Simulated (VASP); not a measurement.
Here is a VASP 6.6.1 calculation.

Contents of INCAR:

```
PREC = Accurate ; ENCUT = 500
EDIFF = 1E-6 ; ISMEAR = 0
SIGMA = 0.01 ; LREAL = False
LASPH = True ; NELM = 120
ALGO = Normal ; ISIF = 2
LWAVE = False ; LCHARG = False
GGA = PS ; NBANDS = 17
GGA_COMPAT = False
```

KPOINTS

```
regular mesh
0
Gamma
  3 3 3
```

POSCAR

```
PbSe
1.0
    3.7843220000      0.0000000000      0.0000000000
    0.0000000000      3.7843220000      0.0000000000
    0.0000000000      0.0000000000      3.7843220000
Pb Se
1 1
Direct
    0.0000000000      0.0000000000      0.0000000000
    0.5000000000      0.5000000000      0.5000000000
```

Potentials or basis: VASP PAW PBE potentials, release 64 (Pb_d, Se).

The run is started by

```bash
$ cat potpaw_PBE.64/Pb_d/POTCAR potpaw_PBE.64/Se/POTCAR > POTCAR
$ mpirun -np 1 vasp_std > vasp.out
```

(1) What does it give for the pressure?

(2) Predict the band gap on the k mesh.

## Answers

(1) -3.2 GPa.

(2) 1.42 eV, indirect (least direct gap 2.42 eV).

Caveat: the k points lie up to 0.55 Å⁻¹ apart; the PAW data sets were made with another functional, which shifts forces and pressure a little; spin-orbit coupling is left out, which moves the levels of the heavy elements.
